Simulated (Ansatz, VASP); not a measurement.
**Zn: VASP beside Ansatz**

Contents of INCAR:

```
  PREC = Accurate
  ENCUT = 400
  EDIFF = 1E-6
  ISMEAR = -1
  SIGMA = 0.1
  LREAL = False
  LASPH = True
  NELM = 120
  ALGO = Normal
  ISIF = 2
  LWAVE = False
  LCHARG = False
  LDIPOL = True
  IDIPOL = 3
  DIPOL = 0.5 0.5 0.500
  NBANDS = 19
  GGA_COMPAT = False
  NELMDL = -8
```

KPOINTS

```
Automatic mesh
0
Gamma
  16 16 1
```

The input POSCAR:

```
Zn
1.0
    2.5745889075      0.0000000000      0.0000000000
   -1.2872944537      2.2296593982      0.0000000000
    0.0000000000      0.0000000000     24.5007000000
Zn
2
Direct
    0.8333333333      0.1666666667      0.4489677215
    0.1666666667      0.8333333333      0.5510322785
```

Input for Ansatz:

```yaml
crystal:
  lattice:
    - [2.5745889075, 0.0, 0.0]
    - [-1.2872944537, 2.2296593982, 0.0]
    - [0.0, 0.0, 24.5007]
  atoms:
    - { symbol: Zn, position: [0.8333333333, 0.1666666667, 0.4489677215] }
    - { symbol: Zn, position: [0.1666666667, 0.8333333333, 0.5510322785] }
kpoints:
  mp_grid: { grid: [16, 16, 1] }
scf:
  occupations: { method: fermi_dirac, width: 0.1 }
hamiltonian:
  xc: lda
  pseudopotentials: { kind: all_electron, lapw: { basis_error: 0.001 } }
output:
  forces: true
  stress: true
  eigenvalues: true
efield:
  axis: 3
  amplitude: 0
  dipole_correction: true
```

Alike in both runs: task single point; functional LDA; k mesh 16 × 16 × 1; occupations fermi-dirac, width 0.1 eV; no spin polarisation.

|  | VASP | Ansatz |
| --- | --- | --- |
| version | VASP 6.6.1 | Ansatz 0.2.0 |
| potentials or method | VASP PAW LDA potentials, release 64 (Zn), cutoff 400 eV | all-electron LAPW, scalar-relativistic |

|  | VASP | Ansatz | Ansatz less VASP |
| --- | --- | --- | --- |
| rms of the force components (eV/Å) | 0.004 | 0.003 | -0.0011 |

LDA's correlation is that of Perdew and Zunger in VASP and of Perdew and Wang (1992) in Ansatz. Atom by atom the forces differ by 0.008 eV/Å (rms over components). Ansatz ran all-electron here, and VASP with PAW potentials.
